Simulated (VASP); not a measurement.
AlB2As3:

```
CELL_PARAMETERS angstrom
1.60972 -7.18608 0.00000
1.60972 7.18608 0.00000
0.00000 0.00000 4.16507
ATOMIC_POSITIONS crystal
Al 0.00000 0.00000 0.00000
B 0.50000 0.00000 0.50000
B 0.00000 0.50000 0.50000
As 0.50000 0.50000 0.50000
As 0.64939 0.35061 0.00000
As 0.35061 0.64939 0.00000
```

- Program: VASP 6.6.1
- Task: relaxation of cell and atoms
- Functional: PBE
- Potentials or basis: VASP PAW PBE potentials, release 64 (Al, B, As)
- Cutoff: 600 eV
- k mesh: 6 × 6 × 4
- Occupations: gaussian, width 0.1 eV
- Spin: no spin polarisation

At the start: pressure 0.8 GPa; volume 16.06 Å³/atom.

**Question.** Where does the relaxation end?

**Answer.** Over 8 steps the energy falls by 11.4 meV/atom and the volume is 15.92 Å³/atom (-0.9 %); space group Cmmm (No. 65, to 0.05 Å).

Step by step:
```csv
step,energy change (eV),largest force (eV/Å),pressure (GPa),volume (Å³)
1,0.0000,0.0722,0.78,96.36
2,-0.0293,0.1483,-1.02,97.44
3,0.0547,0.0994,-5.28,100.60
4,-0.0389,0.1693,-2.21,98.21
5,-0.0478,0.1361,-2.27,97.93
6,-0.0493,0.1173,-2.28,97.78
7,-0.0605,0.0849,-1.47,96.91
8,-0.0684,0.0297,-0.09,95.52
```

Final structure:
```xyz
6
Lattice="1.6531 -7.0926 0.0000 1.6531 7.0926 0.0000 0.0000 0.0000 4.0734" Properties=species:S:1:pos:R:3 pbc="T T T"
Al    0.0000    0.0000    0.0000
B     0.8266   -3.5463    2.0367
B     0.8266    3.5463    2.0367
As    1.6531    0.0000    2.0367
As    1.6531   -2.1031    0.0000
As    1.6531    2.1031    0.0000
```

Caveat: the k points lie up to 0.39 Å⁻¹ apart in the final cell.
